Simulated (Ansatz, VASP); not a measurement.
# HfO2 in VASP and in Ansatz

```
CELL_PARAMETERS angstrom
0.00000 2.52918 2.52918
2.52918 0.00000 2.52918
2.52918 2.52918 0.00000
ATOMIC_POSITIONS crystal
Hf 0.00000 0.00000 0.00000
O 0.25000 0.25000 0.25000
O 0.75000 0.75000 0.75000
```

Alike in both runs: task single point; functional HSE06; k mesh 4 × 4 × 4; no spin polarisation.

```csv
,VASP,Ansatz
version,VASP 6.6.1,Ansatz 0.2.0
potentials or method,"VASP PAW PBE potentials, release 64 (Hf_pv, O)",plane waves
plane-wave cutoff (eV),520,420
occupations,"gaussian, width 0.01 eV",fixed
valence electrons in the cell,22,38
```

Ansatz gave:

- gap on the k mesh at the Fermi level (eV): 5.41
- pressure (GPa): -0.4

Question: What did VASP give for the same quantities?

Answer: gap on the k mesh at the Fermi level (eV): 5.36; pressure (GPa): -5.3.

One of these differences is far larger than is usual between the two programs; its cause wasn't traced. VASP's potentials hold 22 valence electrons a cell and Ansatz's 38, so a difference there can come from the potentials and not from the codes. Ansatz's warnings: stress exchange threshold loose, stress scf threshold loose.

The k mesh is coarse, so the values compare programs but aren't converged. Spin-orbit coupling is off throughout.
